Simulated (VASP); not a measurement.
# As (Pm-3m) in VASP: a series of runs

The runs below take As through density of states, elastic constants, vibrations by perturbation theory, with PBEsol.

Program: VASP 6.6.1. These are calculated values, not measurements. Logs are shortened: lines on timing, memory, paths and dates and some standing lists are left out, and cuts for length are marked.

### Step 1. The cell of the first run

Symmetry: Pm-3m, No. 221, cubic system. The conventional cell has a = 2.704 Å, b = 2.704 Å, c = 2.704 Å, α = 90.00°, β = 90.00°, γ = 90.00°. Within 3.6 Å of As (site symmetry m-3m) lie 6 As at 2.70 Å.

### Step 2. Density of states, PBEsol

File POSCAR:

```
As
1.0
    2.7036817444      0.0000000000      0.0000000000
    0.0000000000      2.7036817444      0.0000000000
    0.0000000000      0.0000000000      2.7036817444
As
1
Direct
    0.5000000000      0.5000000000      0.5000000000
```

File INCAR.step1:

```
SYSTEM = As
PREC = Accurate
ENCUT = 520
EDIFF = 1E-6
ISMEAR = -1
SIGMA = 0.05
LREAL = .FALSE.
LASPH = .TRUE.
NELM = 80
ALGO = Normal
ISIF = 2
LWAVE = .FALSE.
LCHARG = .TRUE.
GGA = PS
NBANDS = 8
```

File KPOINTS.step1:

```
Automatic mesh
0
G
  10 10 10
  0 0 0
```

File INCAR.step2:

```
SYSTEM = As
PREC = Accurate
ENCUT = 520
EDIFF = 1E-6
ISMEAR = -5
SIGMA = 0.05
LREAL = .FALSE.
LASPH = .TRUE.
NELM = 80
ALGO = Normal
ISIF = 2
LWAVE = .FALSE.
LCHARG = .FALSE.
GGA = PS
LORBIT = 11
NEDOS = 2001
ICHARG = 11
```

File KPOINTS.step2:

```
Automatic mesh
0
G
  15 15 15
  0 0 0
```

Potentials or basis: VASP PAW PBE potentials, release 64 (As).

Started as:

```sh
$ cat potpaw_PBE.64/As/POTCAR > POTCAR
$ cp INCAR.step1 INCAR
$ cp KPOINTS.step1 KPOINTS
$ mpirun -np 1 vasp_std > vasp.out
$ cp INCAR.step2 INCAR
$ cp KPOINTS.step2 KPOINTS
$ mpirun -np 1 vasp_std > vasp.out
```

OUTCAR:

```text
SYSTEM = As
   PREC = Accurate
   ENCUT = 520
   EDIFF = 1E-6
   ISMEAR = -5
   LREAL = .FALSE.
   LASPH = .TRUE.
   NELM = 80
   ISIF = 2
   GGA = PS
   LORBIT = 11
   ICHARG = 11

 ion  position               nearest neighbor table
   1  0.500  0.500  0.500-

  LATTYP: Found a simple cubic cell.
 ALAT       =     2.7036817444

  Lattice vectors:

 A1 = (   2.7036817444,   0.0000000000,   0.0000000000)
 A2 = (   0.0000000000,   2.7036817444,   0.0000000000)
 A3 = (   0.0000000000,   0.0000000000,   2.7036817444)

Analysis of symmetry for initial positions (statically):
=====================================================================
 Subroutine PRICEL returns:
 Original cell was already a primitive cell.

 Routine SETGRP: Setting up the symmetry group for a
 simple cubic supercell.

 Subroutine GETGRP returns: Found 48 space group operations
[... 9 lines left out ...]

 Routine SETGRP: Setting up the symmetry group for a
 simple cubic supercell.

 Subroutine GETGRP returns: Found 48 space group operations
[... 11 lines left out ...]
                                     Primitive cell

  volume of cell :      19.7636

  direct lattice vectors                    reciprocal lattice vectors
     2.703681744  0.000000000  0.000000000     0.369866018  0.000000000  0.000000000
     0.000000000  2.703681744  0.000000000     0.000000000  0.369866018  0.000000000
     0.000000000  0.000000000  2.703681744     0.000000000  0.000000000  0.369866018

  length of vectors
     2.703681744  2.703681744  2.703681744     0.369866018  0.369866018  0.369866018

  position of ions in fractional coordinates (direct lattice)
     0.500000000  0.500000000  0.500000000

  ion indices of the primitive-cell ions
   primitive index   ion index
                 1           1

----------------------------------------------------------------------------------------

 KPOINTS: Automatic mesh

Automatic generation of k-mesh.
 Grid dimensions read from file:
 generate k-points for:   15   15   15

 Generating k-lattice:

  Cartesian coordinates                     Fractional coordinates (reciprocal lattice)
     0.024657735  0.000000000  0.000000000     0.066666667  0.000000000  0.000000000
     0.000000000  0.024657735  0.000000000     0.000000000  0.066666667  0.000000000
[... 52 lines left out ...]
   ISTART =      0    job   : 0-new  1-cont  2-samecut
   ICHARG =     11    charge: 1-file 2-atom 10-const
   ISPIN  =      1    spin polarized calculation?
   LNONCOLLINEAR =      F non collinear calculations
   LSORBIT =      F    spin-orbit coupling
   LASPH  =      T    aspherical Exc in radial PAW
   ENCUT  =  520.0 eV  38.22 Ry    6.18 a.u.   5.03  5.03  5.03*2*pi/ulx,y,z
   NELM   =     80;   NELMIN=  2; NELMDL=  0     # of ELM steps
   EDIFF  = 0.1E-05   stopping-criterion for ELM
   LREAL  =      F    real-space projection
   EDIFFG = 0.1E-04   stopping-criterion for IOM
   NSW    =      0    number of steps for IOM
   IBRION =     -1    ionic relax: 0-MD 1-quasi-New 2-CG
   NFREE  =      0    steps in history (QN), initial steepest desc. (CG)
   ISIF   =      2    stress and relaxation
   ISYM   =      2    0-nonsym 1-usesym 2-fastsym
   POTIM  = 0.5000    time-step for ionic-motion
   TEBEG  =    0.0;   TEEND  =   0.0 temperature during run
   PSTRESS=    0.0 pullay stress
   NELECT =       5.0000    total number of electrons
   NUPDOWN=      -1.0000    fix difference up-down
   EMIN   =  10.00;   EMAX   =-10.00  energy-range for DOS
   EFERMI =   0.00;   METHOD = LEGACY
   ISMEAR =    -5;   SIGMA  =   0.05  broadening in eV -4-tet -1-fermi 0-gaus
   EFERMI_NEDOS =   21; number of points for ismear=-14 and -15
   IALGO  =     38    algorithm
   IMIX   =      4    mixing-type and parameters
     AMIX     =   0.40;   BMIX     =  1.00
     AMIX_MAG =   1.60;   BMIX_MAG =  1.00
  volume/ion in A,a.u.               =      19.76       133.37
  Fermi-wavevector in a.u.,A,eV,Ry     =   1.035403  1.956627 14.586243  1.072059
  Thomas-Fermi vector in A             =   2.169744
   LORBIT       =     11    0 simple, 1 ext, 2 COOP (PROOUT), +10 PAW based schemes
   GGA     = PS    functional components
   LHFCALC =     F    Hartree Fock is set to
   AEXX    =    0.0000 exact exchange contribution
   IVDW    =     0    specifies the selected vdW correction
   LEPSILON=     F    determine dielectric tensor
   LRPA    =     F    only Hartree local field effects (RPA)
 non-spin polarized calculation
 Fermi weights with tetrahedron method with Bloechl corrections
  energy-cutoff  :      520.00
  volume of cell :       19.76
 maximum number of plane-waves:       549

 number of electron       5.0000001 magnetization

 Free energy of the ion-electron system (eV)
  ---------------------------------------------------
  ext. energy  EPLUGINS =         0.00000000
  ---------------------------------------------------
  free energy    TOTEN  =        -5.03083061 eV

  energy without entropy =       -5.03083061  energy(sigma->0) =       -5.03083061

 E-fermi :   5.8681     XC(G=0): -10.5546

 val. band max:        5.9247356465   @ k =   0.4000   0.2667   0.2667
 cond. band min:       5.7813005827   @ k =   0.2000   0.2000   0.0000
 fundamental gap:     -0.1434350639
 Fermi energy:         5.8680768257

 k-point     1 :       0.0000    0.0000    0.0000
  band No.  band energies     occupation
      1      -9.1803      2.00000
      2       9.9585      0.00000
      3       9.9585      0.00000
      4       9.9585      0.00000
      5      14.3140      0.00000
      6      14.3140      0.00000
[... 199 lines left out ...]
 k-point    24 :       0.3333    0.2000    0.0000
  band No.  band energies     occupation
      1      -6.5333      2.00000
      2       1.8785      2.00000
      3       6.5941      0.17960
      4      12.1183      0.00000
      5      15.5866      0.00000
      6      17.8276      0.00000

 [... further k-points ...]
[... 5 lines left out ...]
  --------------------------------------------------------------------------------------
  -------------------------------------------------------------------------------------
  Total       -0.1783792     -0.1783792     -0.1783792      0.0000000      0.0000000     -0.0000000
  in kB      -14.4606616    -14.4606616    -14.4606616      0.0000000      0.0000000     -0.0000000
  external PRESSURE =     -14.4606616 kB  Pullay stress =       0.0000000 kB

 VOLUME and BASIS-vectors are now :
 -----------------------------------------------------------------------------
  energy-cutoff  :      520.00
  volume of cell :       19.76
      direct lattice vectors                 reciprocal lattice vectors
     2.703681744  0.000000000  0.000000000     0.369866018  0.000000000  0.000000000
     0.000000000  2.703681744  0.000000000     0.000000000  0.369866018  0.000000000
     0.000000000  0.000000000  2.703681744     0.000000000  0.000000000  0.369866018

 POSITION                                       TOTAL-FORCE (eV/Angst)
 -----------------------------------------------------------------------------------
      1.35184      1.35184      1.35184         0.000000      0.000000      0.000000
 -----------------------------------------------------------------------------------
    total drift:                                0.000000     -0.000000      0.000000

  FREE ENERGIE OF THE ION-ELECTRON SYSTEM (eV)
  ---------------------------------------------------
  free  energy   TOTEN  =        -5.0308306110 eV

  energy  without entropy=       -5.0308306110  energy(sigma->0) =       -5.03083061

 total charge

# of ion       s       p       d       tot
------------------------------------------
    1        1.297   1.324   0.056   2.677
```

OSZICAR.step1:

```text
N       E                     dE             d eps       ncg     rms          rms(c)
DAV:   1     0.782401665760E+01    0.78240E+01   -0.21396E+03   904   0.458E+02
DAV:   2    -0.489646124484E+01   -0.12720E+02   -0.12114E+02  1184   0.596E+01
DAV:   3    -0.505019353671E+01   -0.15373E+00   -0.15363E+00  1016   0.896E+00
DAV:   4    -0.505034473061E+01   -0.15119E-03   -0.15119E-03  1352   0.316E-01
DAV:   5    -0.505034479465E+01   -0.64036E-07   -0.64090E-07  1040   0.410E-03    0.212E+00
DAV:   6    -0.504840192655E+01    0.19429E-02   -0.27765E-04  1240   0.137E-01    0.125E+00
DAV:   7    -0.504723962885E+01    0.11623E-02   -0.80700E-04   992   0.223E-01    0.671E-02
DAV:   8    -0.504725593590E+01   -0.16307E-04   -0.23725E-05  1176   0.357E-02    0.405E-03
DAV:   9    -0.504725652752E+01   -0.59163E-06   -0.43147E-07  1056   0.491E-03
   1 F= -.50472565E+01 E0= -.50459806E+01  d E =-.255187E-02
```

It took 9.2 s on 1 thread of Intel Xeon Platinum 8259CL at 2.50GHz (Skylake/Cascade Lake), shared host; peak memory 0.13 GiB.

What came out:

| Item | Value |
| --- | --- |
| Valence electrons inside the program's atomic spheres | As 2.68 |

Caveat: the PAW data sets were made with another functional, which shifts forces and pressure a little; tetrahedron occupations give inexact forces and stress in metals.

### Step 3. Elastic constants, PBEsol

File INCAR:

```
SYSTEM = As
PREC     = Accurate       ! precision mode
ENCUT    = 600            ! plane-wave cutoff, eV
EDIFF    = 1E-8           ! SCF threshold, eV
ISMEAR   = -1             ! smearing method
SIGMA    = 0.05           ! smearing width, eV
LREAL    = .FALSE.        ! projectors in reciprocal space
LASPH    = .TRUE.         ! aspherical terms in the spheres
NELM     = 80             ! most SCF steps
ALGO     = Normal         ! electronic algorithm
ISIF     = 3              ! what is computed and relaxed
LWAVE    = .FALSE.        ! write WAVECAR
LCHARG   = .TRUE.         ! write CHGCAR
GGA      = PS             ! functional
NBANDS   = 8              ! bands
IBRION   = 6              ! ionic algorithm
NFREE    = 2            
POTIM    = 0.015          ! step
NSW      = 1              ! ionic steps
```

File KPOINTS:

```
regular mesh
0
G
  8 8 8
  0 0 0
```

POSCAR is that of step 2.

Potentials or basis: VASP PAW PBE potentials, release 64 (As).

Started as:

```sh
$ cat potpaw_PBE.64/As/POTCAR > POTCAR
$ mpirun -np 1 vasp_std > vasp.out
```

Wall time 95 s (1 thread of Intel Xeon Platinum 8259CL at 2.50GHz (Skylake/Cascade Lake), shared host); peak memory 0.19 GiB.

Results (log left out):

```
Elastic constants C11, C12, C44 : 131, 72, -29 GPa
Voigt bulk modulus              : 92 GPa
```

Elastic tensor in Voigt notation (GPa, in the Cartesian axes of the cell as first typed):
```
131  72  72   0   0   0
 72 131  72   0   0   0
 72  72 131   0   0   0
  0   0   0 -29   0   0
  0   0   0   0 -29   0
  0   0   0   0   0 -29
```

Clamped-ion elastic tensor (GPa):
```
131  72  72   0   0   0
 72 131  72   0   0   0
 72  72 131   0   0   0
  0   0   0 -29   0   0
  0   0   0   0 -29   0
  0   0   0   0   0 -29
```

Caveat: the elastic tensor has a negative eigenvalue, so either the cell is unstable as it stands or the mesh is too thin; the PAW data sets were made with another functional, which shifts forces and pressure a little.

### Step 4. Density of states, PBEsol

POSCAR is that of step 3.

File INCAR.step1:

```
SYSTEM = As
ALGO = Normal
EDIFF = 1E-7
ENCUT = 520
GGA = PS
ISIF = 2
ISMEAR = -1
LASPH = .TRUE.
LCHARG = .TRUE.
LREAL = .FALSE.
LWAVE = .FALSE.
NBANDS = 8
NELM = 60
PREC = Accurate
SIGMA = 0.05
```

File KPOINTS.step1:

```
k-points
0
G
  8 8 8
  0 0 0
```

File INCAR.step2:

```
SYSTEM = As
ALGO = Normal
EDIFF = 1E-7
ENCUT = 520
GGA = PS
ICHARG = 11
ISIF = 2
ISMEAR = -5
LASPH = .TRUE.
LCHARG = .FALSE.
LORBIT = 10
LREAL = .FALSE.
LWAVE = .FALSE.
NBANDS = 8
NEDOS = 2001
NELM = 60
PREC = Accurate
SIGMA = 0.05
```

File KPOINTS.step2:

```
k-points
0
G
  12 12 12
  0 0 0
```

Potentials or basis: VASP PAW PBE potentials, release 64 (As).

Started as:

```sh
$ cat potpaw_PBE.64/As/POTCAR > POTCAR
$ cp INCAR.step1 INCAR
$ cp KPOINTS.step1 KPOINTS
$ mpirun -np 1 vasp_std > vasp.out
$ cp INCAR.step2 INCAR
$ cp KPOINTS.step2 KPOINTS
$ mpirun -np 1 vasp_std > vasp.out
```

OUTCAR:

```text
SYSTEM = As
   EDIFF = 1E-7
   ENCUT = 520
   GGA = PS
   ICHARG = 11
   ISIF = 2
   ISMEAR = -5
   LASPH = .TRUE.
   LORBIT = 10
   LREAL = .FALSE.
   NELM = 60
   PREC = Accurate

 ion  position               nearest neighbor table
   1  0.500  0.500  0.500-

  LATTYP: Found a simple cubic cell.
 ALAT       =     2.7036817444

  Lattice vectors:

 A1 = (   2.7036817444,   0.0000000000,   0.0000000000)
[... 440 lines left out ...]
      3       3.6647      2.07703
      4      10.8270      0.00000
      5      13.5160      0.00000
      6      19.9661      0.00000
      7      22.6856      0.00000
      8      23.8301      0.00000

 [... further k-points ...]
[... 5 lines left out ...]
  --------------------------------------------------------------------------------------
  -------------------------------------------------------------------------------------
  Total       -0.1997747     -0.1997747     -0.1997747      0.0000000     -0.0000000      0.0000000
  in kB      -16.1951277    -16.1951277    -16.1951277      0.0000000     -0.0000000      0.0000000
  external PRESSURE =     -16.1951277 kB  Pullay stress =       0.0000000 kB

 VOLUME and BASIS-vectors are now :
 -----------------------------------------------------------------------------
  energy-cutoff  :      520.00
  volume of cell :       19.76
      direct lattice vectors                 reciprocal lattice vectors
     2.703681744  0.000000000  0.000000000     0.369866018  0.000000000  0.000000000
     0.000000000  2.703681744  0.000000000     0.000000000  0.369866018  0.000000000
     0.000000000  0.000000000  2.703681744     0.000000000  0.000000000  0.369866018

 POSITION                                       TOTAL-FORCE (eV/Angst)
 -----------------------------------------------------------------------------------
      1.35184      1.35184      1.35184         0.000000      0.000000      0.000000
 -----------------------------------------------------------------------------------
    total drift:                                0.000000     -0.000000      0.000000

  FREE ENERGIE OF THE ION-ELECTRON SYSTEM (eV)
  ---------------------------------------------------
  free  energy   TOTEN  =        -5.0320184027 eV

  energy  without entropy=       -5.0320184027  energy(sigma->0) =       -5.03201840

 total charge

# of ion       s       p       d       tot
------------------------------------------
    1        1.296   1.325   0.056   2.677
```

OUTCAR.step1:

```text
SYSTEM = As
   EDIFF = 1E-7
   ENCUT = 520
   GGA = PS
   ISIF = 2
   ISMEAR = -1
   LASPH = .TRUE.
[... 480 lines left out ...]
 -----------------------------------------------------------------------------------
      1.35184      1.35184      1.35184         0.000000      0.000000      0.000000
 -----------------------------------------------------------------------------------
    total drift:                                0.000000      0.000000      0.000000

  FREE ENERGIE OF THE ION-ELECTRON SYSTEM (eV)
  ---------------------------------------------------
  free  energy   TOTEN  =        -5.0142502998 eV

  energy  without entropy=       -5.0069344350  energy(sigma->0) =       -5.01059237
```

It took 4.9 s on 1 thread of Intel Xeon 6975P-C (Granite Rapids), shared host; peak memory 0.12 GiB.

What came out:

```
Valence electrons inside the program's atomic spheres : As 2.68
```

Levels at points of the mesh, in eV from the Fermi level:
```
           k point  band 1  band 2  band 3  band 4  band 5  band 6  band 7  band 8
(0.00, 0.00, 0.00)  -15.05    4.09    4.09    4.09    8.45    8.45   10.34   24.89
(0.50, 0.00, 0.00)  -11.89   -7.03    6.39    6.39   11.15   13.93   14.67   14.67
(0.50, 0.50, 0.00)   -8.61   -4.33   -4.33    2.35    8.56   16.43   17.41   17.41
(0.50, 0.50, 0.50)   -4.98   -1.87   -1.87   -1.87    5.83    5.83    5.83    9.30
```

Caveat: the PAW data sets were made with another functional, which shifts forces and pressure a little; tetrahedron occupations give inexact forces and stress in metals.

[end of part 1 of 2]
